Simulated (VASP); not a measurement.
Set up this calculation in VASP 6.6.1, as the native input.

```yaml
Task: single point
Functional: PBE
Dispersion: D3(BJ)
Potentials_or_basis: VASP PAW PBE potentials, release 64 (In_d, Se)
Cutoff: 520 eV
k_mesh: 12 × 12 × 2
Occupations: gaussian, width 0.01 eV
Spin: no spin polarisation
Dipole_correction: no
Further_INCAR_settings: ALGO = Normal; EDIFF = 1e-07; NBANDS = 48
```

The structure of InSe lies in POSCAR:

```
InSe
1.0
    3.8898329310      0.0000000000      0.0000000000
   -1.9449164655      3.3686941347      0.0000000000
    0.0000000000      0.0000000000     15.7438290095
In Se
4 4
Direct
    0.0000000000      0.0000000000      0.5861536959
    0.0000000000      0.0000000000      0.4138463041
    0.3333333333      0.6666666667      0.9138198555
    0.3333333333      0.6666666667      0.0861801445
    0.6666666667      0.3333333333      0.8295985847
    0.6666666667      0.3333333333      0.1704014153
    0.3333333333      0.6666666667      0.6699740120
    0.3333333333      0.6666666667      0.3300259880
```

This cell differs from its parent crystal: volume scaled by 0.88, then relaxed in part.

The input as run:

INCAR

```
ALGO     = Normal         # electronic algorithm
EDIFF    = 1E-7           # SCF threshold, eV
ENCUT    = 520            # plane-wave cutoff, eV
GGA      = PE             # functional
ISIF     = 2              # what is computed and relaxed
ISMEAR   = 0              # smearing method
IVDW     = 12             # dispersion correction
LASPH    = True           # aspherical terms in the spheres
LCHARG   = False          # write CHGCAR
LREAL    = False          # projectors in reciprocal space
LWAVE    = False          # write WAVECAR
NBANDS   = 48             # bands
NELM     = 60             # most SCF steps
PREC     = Accurate       # precision mode
SIGMA    = 0.01           # smearing width, eV
```

KPOINTS

```
k-points
0
Gamma
  12 12 2
```

Potentials or basis: VASP PAW PBE potentials, release 64 (In_d, Se).

Launch:

```sh
$ cat potpaw_PBE.64/In_d/POTCAR potpaw_PBE.64/Se/POTCAR > POTCAR
$ mpirun -np 1 vasp_std > vasp.out
```

It gave:

```yaml
Pressure: 5.3 GPa
Largest_force: 0.017 eV/Å
Band_gap_on_the_k_mesh: 0.60 eV, indirect (least direct gap 0.63 eV)
Dispersion_energy_per_atom: -0.345 eV
```

Caveat: spin-orbit coupling is left out, which moves the levels of the heavy elements.

It took 3.8 min on 1 thread of Intel(R) Xeon(R) 6975P-C (Granite Rapids) (shared host), peak memory 0.5 GiB.
